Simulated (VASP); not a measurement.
CsNiN:

```
Cs Ni N
1.0
     5.53697    0.00000    0.00000
    -2.76848    4.79515    0.00000
     0.00000    0.00000    3.44666
Cs Ni N
1 1 1
Cartesian
  2.7685 1.5984 1.7233
  0.0000 3.1968 0.0000
  0.0000 3.1968 1.7233
```

Base run:

* Program: VASP 6.6.1
* Functional: PBE
* Potentials or basis: VASP PAW PBE potentials, release 64 (Cs_sv, Ni, N)
* Cutoff: 600 eV
* k mesh: 7 × 7 × 10
* Occupations: fermi-dirac, width 0.1 eV
* Spin: collinear spin, ferromagnetic start
* Starting moments: [0.0, 1.0, 0.0] μB
* Hubbard terms: Ni d U = 4.0 eV

Its results: band gap on the k mesh zero (filled and empty bands overlap); pressure -1.2 GPa; net moment 0.00 μB per cell.

**Question.** The run is repeated on the same cell with these changes: hubbard terms from Ni d U = 4.0 eV to Ni d U = 6.0 eV. What comes out?

**Answer.** Band gap on the k mesh zero (filled and empty bands overlap); pressure -1.8 GPa; net moment 0.00 μB per cell.

Caveats: the moments typed at the start vanished in this run; spin-orbit coupling is left out, which moves the levels of the heavy elements.
